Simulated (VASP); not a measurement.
Here is a VASP 6.6.1 calculation.

Contents of INCAR:

```
SYSTEM = P
PREC     = Accurate       ! precision mode
ENCUT    = 520            ! plane-wave cutoff, eV
EDIFF    = 1E-6           ! SCF threshold, eV
ISMEAR   = 0              ! smearing method
SIGMA    = 0.05           ! smearing width, eV
LREAL    = .False.        ! projectors in reciprocal space
LASPH    = .True.         ! aspherical terms in the spheres
NELM     = 100            ! most SCF steps
ALGO     = Normal         ! electronic algorithm
ISIF     = 2              ! what is computed and relaxed
LWAVE    = .False.        ! write WAVECAR
LCHARG   = .False.        ! write CHGCAR
GGA      = PS             ! functional
NBANDS   = 18             ! bands
```

KPOINTS

```
Automatic mesh
0
Gamma
  10 1 8
  0 0 0
```

Contents of POSCAR:

```
P
1.0
    3.3762753915      0.0000000000      0.0000000000
    0.0000000000     35.8394318856      0.0000000000
    0.0000000000      0.0000000000      4.3816233729
P
4
Direct
    0.0000000000      0.9702614300      0.5921507200
    0.0000000000      0.0297385700      0.4078492800
    0.5000000000      0.0297385700      0.0921507200
    0.5000000000      0.9702614300      0.9078492800
```

Potentials or basis: VASP PAW PBE potentials, release 64 (P).

The run is started by

```sh
$ cat potpaw_PBE.64/P/POTCAR > POTCAR
$ mpirun -np 1 vasp_std > vasp.out
```

Question: Predict the largest force.

Answer: 1.021 eV/Å.

Question: Predict the band gap on the k mesh.

Answer: 0.48 eV (least direct gap 0.50 eV).

Forces in eV/Å, atoms in the order of the input:
```
P    0.000  0.288 -0.979
P    0.000 -0.288  0.979
P    0.000 -0.288 -0.979
P    0.000  0.288  0.979
```

Caveat: there is no dipole correction, which matters where the two faces differ; semilocal functionals underestimate gaps, and a narrow one can read as zero; the PAW data sets were made with another functional, which shifts forces and pressure a little.
